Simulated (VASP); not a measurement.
Runs of VASP 6.6.1 on Bi2Te3. The structure is that of space group P-3m1 (No. 164), or close to it. The cells are those of the table. 

```csv
cell,smearing,dipole correction,gap on the mesh (eV),largest force (eV/Å)
"a = 4.469, b = 4.469, c = 32.466 Å, angles 90.0, 90.0, 120.0°, 10 atoms",gaussian 0.1 eV,yes,none,0.01
"a = 4.469, b = 4.469, c = 32.466 Å, angles 90.0, 90.0, 120.0°, 10 atoms",gaussian 0.1 eV,no,none,0.34
"a = 4.469, b = 4.469, c = 32.466 Å, angles 90.0, 90.0, 120.0°, 10 atoms",gaussian 0.01 eV,yes,none,(a)
"a = 4.469, b = 4.469, c = 39.466 Å, angles 90.0, 90.0, 120.0°, 10 atoms",gaussian 0.1 eV,yes,none,0.34
```

Alike in all rows: task single point; level PBE; potentials or basis VASP PAW PBE potentials, release 64 (Bi_d, Te); no spin polarisation; k mesh 9 × 9 × 1; cutoff (eV) 520.

Task: Estimate the missing entries.

Result: (a) 0.32.

Caveats: spin-orbit coupling is left out, which moves the levels of the heavy elements.

A k mesh can miss the band edges, and the runs leave out spin-orbit coupling on Bi, Te.

A gap of «none» marks levels without a gap at the run's occupations.
